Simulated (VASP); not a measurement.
A run of VASP 6.6.1 is set up as follows.

INCAR

```
SYSTEM = BN
PREC     = Accurate       ! precision mode
ENCUT    = 520            ! plane-wave cutoff, eV
EDIFF    = 1E-6           ! SCF threshold, eV
ISMEAR   = 0              ! smearing method
SIGMA    = 0.01           ! smearing width, eV
LREAL    = .False.        ! projectors in reciprocal space
LASPH    = .True.         ! aspherical terms in the spheres
NELM     = 60             ! most SCF steps
ALGO     = Normal         ! electronic algorithm
ISIF     = 2              ! what is computed and relaxed
LWAVE    = .False.        ! write WAVECAR
LCHARG   = .False.        ! write CHGCAR
GGA      = PE             ! functional
NBANDS   = 11             ! bands
```

KPOINTS

```
Automatic mesh
0
Gamma
  10 10 10
  0 0 0
```

File POSCAR:

```
BN
1.0
    0.0000000000      1.8312856224      1.8312856224
    1.8312856224      0.0000000000      1.8312856224
    1.8312856224      1.8312856224      0.0000000000
B N
1 1
Direct
    0.0000000000      0.0000000000      0.0000000000
    0.2500000000      0.2500000000      0.2500000000
```

Potentials or basis: VASP PAW PBE potentials, release 64 (B, N).

The run is started by

```console
$ cat potpaw_PBE.64/B/POTCAR potpaw_PBE.64/N/POTCAR > POTCAR
$ mpirun -np 1 vasp_std > vasp.out
```

(1) What does it give for the band gap on the k mesh?

(2) Predict the pressure.

## Answers

(1) 4.42 eV, indirect (least direct gap 8.63 eV).

(2) -10.8 GPa.
